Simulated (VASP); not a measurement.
# W (I4/mmm) in VASP: further runs

W is run at these levels: LDA; tasks: single point.

Everything below comes from runs of VASP 6.6.1. Logs are shortened: lines on timing, memory, paths and dates and some standing lists are left out, and cuts for length are marked.

## (1) The cell of the first run

It takes space group I4/mmm (No. 139, tetragonal). The conventional cell has a = 2.668 Å, b = 2.668 Å, c = 4.404 Å, α = 90.00°, β = 90.00°, γ = 90.00°. W (site symmetry 4/mmm) has 12 W at 2.67 to 2.90 Å within 3.5 Å.

## (2) Single point, LDA (15.68 Å³/atom)

Contents of INCAR:

```
SYSTEM = W
ALGO = Fast
EDIFF = 1E-6
ENCUT = 520
GGA = CA
ISIF = 2
ISMEAR = 0
LASPH = .True.
LCHARG = .True.
LELF = .True.
LREAL = .False.
LVHAR = .True.
LWAVE = .False.
NBANDS = 13
NELM = 60
PREC = Accurate
SIGMA = 0.15
```

Contents of KPOINTS:

```
k-points
0
Gamma
  22 22 22
  0 0 0
```

Contents of POSCAR:

```
W
1.0
    0.0000000000      1.8868048290      2.2019012355
    1.8868048290      0.0000000000      2.2019012355
    1.8868048290      1.8868048290      0.0000000000
W
1
Direct
    0.0000000000      0.0000000000      0.0000000000
```

Potentials or basis: VASP PAW LDA potentials, release 64 (W_sv).

Started as:

```sh
$ cat potpaw_LDA.64/W_sv/POTCAR > POTCAR
$ mpirun -np 1 vasp_std > vasp.out
```

OUTCAR:

```text
SYSTEM = W
   EDIFF = 1E-6
   ENCUT = 520
   GGA = CA
   ISIF = 2
   ISMEAR = 0
   LASPH = .True.
   LREAL = .False.
   NELM = 60
   PREC = Accurate

 ion  position               nearest neighbor table
   1  0.000  0.000  0.000-

  LATTYP: Found a body centered tetragonal cell.
 ALAT       =     2.6683449787
 C/A-ratio  =     1.6503872273

  Lattice vectors:

 A1 = (  -1.8868048290,   0.0000000000,   2.2019012355)
 A2 = (   1.8868048290,   0.0000000000,   2.2019012355)
 A3 = (   0.0000000000,   1.8868048290,  -2.2019012355)

Analysis of symmetry for initial positions (statically):
=====================================================================
 Subroutine PRICEL returns:
 Original cell was already a primitive cell.

 Routine SETGRP: Setting up the symmetry group for a
 body centered tetragonal supercell.

 Subroutine GETGRP returns: Found 16 space group operations
 (whereof 16 operations were pure point group operations)
 out of a pool of 16 trial point group operations.

The static configuration has the point symmetry D_4h.

Analysis of symmetry for dynamics (positions and initial velocities):
=====================================================================
 Subroutine PRICEL returns:
 Original cell was already a primitive cell.

 Routine SETGRP: Setting up the symmetry group for a
 body centered tetragonal supercell.

 Subroutine GETGRP returns: Found 16 space group operations
 (whereof 16 operations were pure point group operations)
 out of a pool of 16 trial point group operations.

The dynamic configuration has the point symmetry D_4h.

 Subroutine INISYM returns: Found 16 space group operations
 (whereof 16 operations are pure point group operations),
 and found     1 'primitive' translations

----------------------------------------------------------------------------------------

                                     Primitive cell

  volume of cell :      15.6777

  direct lattice vectors                    reciprocal lattice vectors
     0.000000000  1.886804829  2.201901235    -0.264998262  0.264998262  0.227076488
     1.886804829  0.000000000  2.201901235     0.264998262 -0.264998262  0.227076488
     1.886804829  1.886804829  0.000000000     0.264998262  0.264998262 -0.227076488

  length of vectors
     2.899724386  2.899724386  2.668344979     0.438191612  0.438191612  0.438191612

  position of ions in fractional coordinates (direct lattice)
     0.000000000  0.000000000  0.000000000

  ion indices of the primitive-cell ions
   primitive index   ion index
                 1           1

[... 85 lines left out ...]
   EFERMI =   0.00;   METHOD = LEGACY
   ISMEAR =     0;   SIGMA  =   0.15  broadening in eV -4-tet -1-fermi 0-gaus
   EFERMI_NEDOS =   21; number of points for ismear=-14 and -15
   IALGO  =     68    algorithm
   IMIX   =      4    mixing-type and parameters
     AMIX     =   0.40;   BMIX     =  1.00
     AMIX_MAG =   1.60;   BMIX_MAG =  1.00
  volume/ion in A,a.u.               =      15.68       105.80
  Fermi-wavevector in a.u.,A,eV,Ry     =   1.576486  2.979127 33.814690  2.485310
  Thomas-Fermi vector in A             =   2.677312
   LORBIT       =      0    0 simple, 1 ext, 2 COOP (PROOUT), +10 PAW based schemes
   GGA     = CA    functional components
   LHFCALC =     F    Hartree Fock is set to
   AEXX    =    0.0000 exact exchange contribution
   IVDW    =     0    specifies the selected vdW correction
   LEPSILON=     F    determine dielectric tensor
   LRPA    =     F    only Hartree local field effects (RPA)
 non-spin polarized calculation
 RMM-DIIS sequential band-by-band and
 Gauss-broadening in eV      SIGMA  =   0.15
  energy-cutoff  :      520.00
  volume of cell :       15.68
 maximum number of plane-waves:       435
 NGX is ok and might be reduce to    24
   NGX = 11   NGY = 11   NGZ =  9

 number of electron      13.9999999 magnetization

 Free energy of the ion-electron system (eV)
  ---------------------------------------------------
  ext. energy  EPLUGINS =         0.00000000
  ---------------------------------------------------
  free energy    TOTEN  =       -13.70669474 eV

  energy without entropy =      -13.69763432  energy(sigma->0) =      -13.70216453

 E-fermi :  11.3564     XC(G=0): -13.8793

 val. band max:       11.3508568502   @ k =  -0.2727   0.0909   0.2273
 cond. band min:      11.3571854482   @ k =  -0.4545   0.0000   0.3182
 fundamental gap:      0.0063285980
 Fermi energy:        11.3564182278

 k-point     1 :       0.0000    0.0000    0.0000
  band No.  band energies     occupation
      1     -62.1983      2.00000
      2     -26.1287      2.00000
      3     -25.9183      2.00000
      4     -25.9183      2.00000
      5       1.8812      2.00000
      6       8.9702      2.00000
      7      11.2889      1.47588
      8      11.2889      1.47588
      9      11.6880      0.00177
     10      15.2133      0.00000
     11      24.2971      0.00000
     12      26.3959      0.00000
     13      31.1356      0.00000
[... 354 lines left out ...]
  band No.  band energies     occupation
      1     -62.0537      2.00000
      2     -27.3896      2.00000
      3     -26.3834      2.00000
      4     -25.9560      2.00000
      5       5.2710      2.00000
      6       9.0230      2.00000
      7      11.3500      1.04806
      8      11.7354      0.00035
      9      15.6286      0.00000
     10      16.9007      0.00000
     11      22.2706      0.00000
     12      23.6351      0.00000
     13      29.8815      0.00000

 [... further k-points ...]

------------------------ aborting loop because EDIFF is reached ----------------------------------------

  FORCE on cell =-STRESS in cart. coord.  units (eV):
  Direction    XX          YY          ZZ          XY          YZ          ZX
  --------------------------------------------------------------------------------------
  -------------------------------------------------------------------------------------
  Total        0.1305514      0.1305514      0.5466361      0.0000000      0.0000000     -0.0000000
  in kB       13.3416781     13.3416781     55.8633701      0.0000000      0.0000000     -0.0000000
  external PRESSURE =      27.5155754 kB  Pullay stress =       0.0000000 kB

 VOLUME and BASIS-vectors are now :
 -----------------------------------------------------------------------------
  energy-cutoff  :      520.00
  volume of cell :       15.68
      direct lattice vectors                 reciprocal lattice vectors
     0.000000000  1.886804829  2.201901235    -0.264998262  0.264998262  0.227076488
     1.886804829  0.000000000  2.201901235     0.264998262 -0.264998262  0.227076488
     1.886804829  1.886804829  0.000000000     0.264998262  0.264998262 -0.227076488

 POSITION                                       TOTAL-FORCE (eV/Angst)
 -----------------------------------------------------------------------------------
      0.00000      0.00000      0.00000         0.000000      0.000000      0.000000
 -----------------------------------------------------------------------------------
    total drift:                               -0.000000     -0.000000     -0.000000

  FREE ENERGIE OF THE ION-ELECTRON SYSTEM (eV)
  ---------------------------------------------------
  free  energy   TOTEN  =       -13.7066947396 eV

  energy  without entropy=      -13.6976343243  energy(sigma->0) =      -13.70216453
```

Run time: 2.3 min. Hardware: 1 thread of AMD EPYC 7R13 (Zen 3), shared host; peak memory 0.23 GiB.

Results:

```
Free energy            : -13.7067 eV
Pressure               : 2.8 GPa
Band gap on the k mesh : zero (bands 7 and 8 overlap by 4.84 eV)
```

Levels at points of the mesh, in eV from the Fermi level:
| k point | band 5 | band 6 | band 7 | band 8 | band 9 | band 10 |
| --- | --- | --- | --- | --- | --- | --- |
| (0.00, 0.00, 0.00) | -9.48 | -2.39 | -0.07 | -0.07 | 0.33 | 3.86 |
| (0.50, 0.00, 0.00) | -6.17 | -2.31 | -0.06 | 0.66 | 4.38 | 5.29 |
| (0.50, 0.50, 0.00) | -6.25 | -4.98 | 1.18 | 5.26 | 5.52 | 5.52 |
| (0.50, 0.00, 0.50) | -6.16 | -5.10 | 4.15 | 4.21 | 4.24 | 7.21 |

Caveat: spin-orbit coupling is left out, which moves the levels of the heavy elements.

## (3) Single point, LDA (15.68 Å³/atom)

Contents of INCAR:

```
PREC = Accurate
ENCUT = 520
EDIFF = 1E-6
ISMEAR = 0
SIGMA = 0.15
LREAL = F
LASPH = T
NELM = 80
ALGO = Fast
ISIF = 2
LWAVE = F
LCHARG = F
GGA = CA
NBANDS = 13
```

Contents of KPOINTS:

```
regular mesh
0
Gamma
  22 22 22
```

Contents of POSCAR:

```
W
1.0
    0.0000000000      1.9194289109      2.1276869477
    1.9194289109      0.0000000000      2.1276869477
    1.9194289109      1.9194289109      0.0000000000
W
1
Direct
    0.0000000000      0.0000000000      0.0000000000
```

Potentials or basis: VASP PAW LDA potentials, release 64 (W_sv).

Started as:

```sh
$ cat potpaw_LDA.64/W_sv/POTCAR > POTCAR
$ mpirun -np 1 vasp_std > vasp.out
```

Wall time 2.1 min (1 thread of AMD EPYC 7R13 (Zen 3), shared host); peak memory 0.23 GiB.

The run converged. Its results:

```yaml
Free_energy: -13.6799 eV
Pressure: 2.1 GPa
Band_gap_on_the_k_mesh: zero (bands 7 and 8 overlap by 4.57 eV)
```

Stress tensor (GPa, compression positive):
```
-1.44  0.00  0.00
 0.00 -1.44  0.00
 0.00  0.00  9.17
```

Levels at points of the mesh, in eV from the Fermi level:
| k point | band 5 | band 6 | band 7 | band 8 | band 9 | band 10 |
| --- | --- | --- | --- | --- | --- | --- |
| (0.00, 0.00, 0.00) | -9.34 | -1.79 | -0.29 | -0.29 | 1.18 | 3.49 |
| (0.50, 0.00, 0.00) | -6.04 | -1.85 | -0.31 | 0.76 | 4.68 | 5.44 |
| (0.50, 0.50, 0.00) | -6.07 | -4.87 | 1.92 | 5.25 | 5.77 | 5.77 |
| (0.50, 0.00, 0.50) | -6.01 | -5.03 | 3.97 | 4.71 | 4.91 | 6.86 |

Caveat: spin-orbit coupling is left out, which moves the levels of the heavy elements.

## (4) Single point, LDA (15.68 Å³/atom)

Contents of INCAR:

```
  ALGO = Fast
  EDIFF = 1E-7
  ENCUT = 520
  ISIF = 2
  ISMEAR = 0
  LASPH = True
  LCHARG = True
  LELF = True
  LREAL = False
  LVHAR = True
  LWAVE = False
  NBANDS = 13
  NELM = 100
  PREC = Accurate
  SIGMA = 0.15
```

Contents of KPOINTS:

```
k-points
0
Gamma
  22 22 22
```

Contents of POSCAR:

```
W
1.0
    0.0000000000      2.1276176362      1.7316679941
    2.1276176362      0.0000000000      1.7316679941
    2.1276176362      2.1276176362      0.0000000000
W
1
Direct
    0.0000000000      0.0000000000      0.0000000000
```

Started as:

```sh
$ cat potpaw_LDA.64/W_sv/POTCAR > POTCAR
$ mpirun -np 1 vasp_std > vasp.out
```

Run time: 2 min. Hardware: 1 thread of AMD EPYC 7R13 (Zen 3), shared host; peak memory 0.23 GiB.

Results (log left out):

```yaml
Free_energy: -13.9273 eV
Pressure: -1.1 GPa
Band_gap_on_the_k_mesh: zero (bands 7 and 8 overlap by 5.81 eV)
```

Stress tensor (GPa, compression positive):
```
  9.52   0.00   0.00
  0.00   9.52   0.00
  0.00   0.00 -22.43
```

Levels at points of the mesh, in eV from the Fermi level:
```
           k point  band 4  band 5  band 6  band 7  band 8  band 9  band 10  band 11
(0.00, 0.00, 0.00)  -37.48   -9.58   -1.59   -1.59    0.08    0.89     3.07    13.21
(0.50, 0.00, 0.00)  -37.50   -6.30   -2.85    0.61    0.62    3.63     5.86    10.89
(0.50, 0.50, 0.00)  -38.27   -6.11   -5.68    4.90    5.50    5.50     6.07     9.76
(0.50, 0.00, 0.50)  -37.63   -6.30   -4.64    1.70    3.71    4.05     6.44    11.41
```

Caveat: spin-orbit coupling is left out, which moves the levels of the heavy elements.

(Continued in part 2 of 2.)
